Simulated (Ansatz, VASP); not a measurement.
**One calculation of CuI, two programs**

```
Cu I
1.0
     0.00000    3.03900    3.03900
     3.03900    0.00000    3.03900
     3.03900    3.03900    0.00000
Cu I
1 1
Direct
  0.25000 0.25000 0.25000
  0.00000 0.00000 0.00000
```

Alike in both runs: task relaxation of cell and atoms; functional PBEsol; k mesh 8 × 8 × 8; occupations gaussian, width 0.02 eV; no spin polarisation.

|  | VASP | Ansatz |
| --- | --- | --- |
| version | VASP 6.6.1 | Ansatz 0.2.0 |
| potentials or method | VASP PAW PBE potentials, release 64 (Cu, I), cutoff 600 eV | scalar-relativistic, plane waves, PAW |
| valence electrons in the cell | 18 | 36 |

|  | VASP | Ansatz | Ansatz less VASP |
| --- | --- | --- | --- |
| gap on the k mesh at the Fermi level, each at its own relaxed structure (eV) | 1.19 | 1.17 | -0.014 |
| relaxed volume (Å³/atom) | 26.27 | 26.18 | -0.090 |
| relaxed cell length with the largest relative difference (Å) | 4.204 | 4.199 | -0.0048 |

VASP's potentials were made for PBE, not for PBEsol. VASP's potentials hold 18 valence electrons a cell and Ansatz's 36, so a difference there can come from the potentials and not from the codes.

Spin-orbit coupling is off throughout.
